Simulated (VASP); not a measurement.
## C: single point with RPBE+D3(BJ)

Crystal: C.

```
CELL_PARAMETERS angstrom
2.49646 0.00000 0.00000
-1.24823 2.16200 0.00000
0.00000 0.00000 12.31086
ATOMIC_POSITIONS crystal
C 0.66667 0.33333 0.35493
C 0.33333 0.66667 0.85493
C 0.66667 0.33333 0.14507
C 0.33333 0.66667 0.64507
C 0.66667 0.33333 0.47923
C 0.33333 0.66667 0.97923
C 0.66667 0.33333 0.02077
C 0.33333 0.66667 0.52077
C 0.00000 0.00000 0.81311
C 0.00000 0.00000 0.31311
C 0.00000 0.00000 0.68689
C 0.00000 0.00000 0.18689
```

```
Program             : VASP 6.6.1
Task                : single point
Functional          : RPBE
Dispersion          : D3(BJ)
Potentials or basis : VASP PAW PBE potentials, release 64 (C)
Cutoff              : 520 eV
k mesh              : 12 × 12 × 3
Occupations         : fermi-dirac, width 0.05 eV
Spin                : no spin polarisation
```

| Quantity | Value |
| --- | --- |
| Pressure | 0.6 GPa |
| Largest force | 0.005 eV/Å |
| Band gap on the k mesh | 4.50 eV (least direct gap 5.44 eV) |
| Dispersion energy per atom | -0.599 eV |

Forces on the atoms (eV/Å):
```
C    0.000  0.000 -0.001
C    0.000  0.000 -0.001
C    0.000  0.000  0.001
C    0.000  0.000  0.001
C    0.000  0.000  0.000
C    0.000  0.000  0.000
C    0.000  0.000  0.000
C    0.000  0.000  0.000
C    0.000  0.000 -0.005
C    0.000  0.000 -0.005
C    0.000  0.000  0.005
C    0.000  0.000  0.005
```

Levels at points of the mesh, in eV from the valence-band top:
```
           k point  band 22  band 23  band 24  band 25  band 26  band 27
(0.00, 0.00, 0.00)    -0.17     0.00     0.00     5.44     5.44     5.58
(0.50, 0.00, 0.00)    -4.14    -3.72    -2.99     4.67     5.27     5.33
```

Run time: 2.3 min on 1 thread of Intel Xeon 8259CL, with other jobs on the host, peak memory 0.22 GiB.

Caveat: the PAW data sets were made with another functional, which shifts forces and pressure a little. A k mesh can miss the band edges.
